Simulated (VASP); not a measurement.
Input of a VASP 6.6.1 run:

INCAR

```
SYSTEM = AgBr
ALGO = Normal
EDIFF = 1E-7
EDIFFG = -0.005
ENCUT = 500
GGA = CA
GGA_COMPAT = .FALSE.
IBRION = 2
ISIF = 3
ISMEAR = 0
LASPH = .TRUE.
LCHARG = .FALSE.
LREAL = .FALSE.
LWAVE = .FALSE.
NELM = 120
NELMIN = 4
NSW = 70
PREC = Accurate
SIGMA = 0.02
```

KPOINTS

```
k-points
0
G
  8 8 8
  0 0 0
```

File POSCAR:

```
AgBr
1.0
    0.0000000000      2.9216612883      2.9216612883
    2.9216612883      0.0000000000      2.9216612883
    2.9216612883      2.9216612883      0.0000000000
Ag Br
1 1
Direct
    0.0000000000      0.0000000000      0.0000000000
    0.5000000000      0.5000000000      0.5000000000
```

Potentials or basis: VASP PAW LDA potentials, release 64 (Ag, Br).

The run is started by

```console
$ cat potpaw_LDA.64/Ag/POTCAR potpaw_LDA.64/Br/POTCAR > POTCAR
$ mpirun -np 1 vasp_std > vasp.out
```

(1) Estimate the band gap on the k mesh.

(2) Predict the space group after relaxing (to 0.1 Å).

## Answers

(1) 0.42 eV (least direct gap 2.65 eV).

(2) Fm-3m (No. 225).
